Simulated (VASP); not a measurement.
Input of a VASP 6.6.1 run:

The input INCAR:

```
  PREC = Accurate
  ENCUT = 520
  EDIFF = 1E-6
  ISMEAR = 0
  SIGMA = 0.2
  LREAL = F
  LASPH = T
  NELM = 100
  ALGO = Normal
  ISIF = 2
  LWAVE = F
  LCHARG = F
  GGA = PE
  NBANDS = 46
```

File KPOINTS:

```
regular mesh
0
Gamma
  4 4 4
```

File POSCAR:

```
CdHg3Se4
1.0
    6.2437948000      0.0000000000      0.0000000000
    0.0000000000      6.2437948000      0.0000000000
   -3.1218974000     -3.1218974000      6.2454387000
Cd Hg Se
1 3 4
Direct
    0.0000000000      0.0000000000      0.0000000000
    0.2500000000      0.7500000000      0.5000000000
    0.5000000000      0.5000000000      0.0000000000
    0.7500000000      0.2500000000      0.5000000000
    0.3726950000      0.3726950000      0.2484830000
    0.6273050000      0.1242120000      0.7515170000
    0.8757880000      0.8757880000      0.2484830000
    0.1242120000      0.6273050000      0.7515170000
```

Potentials or basis: VASP PAW PBE potentials, release 64 (Cd, Hg, Se).

Command:

```sh
$ cat potpaw_PBE.64/Cd/POTCAR potpaw_PBE.64/Hg/POTCAR potpaw_PBE.64/Se/POTCAR > POTCAR
$ mpirun -np 1 vasp_std > vasp.out
```

(1) Estimate the band gap on the k mesh.

(2) Estimate the pressure.

## Answers

(1) zero (filled and empty bands touch).

(2) 0.2 GPa.

Caveat: semilocal functionals underestimate gaps, so a narrow gap can read as zero; spin-orbit coupling is left out, which moves the levels of the heavy elements.
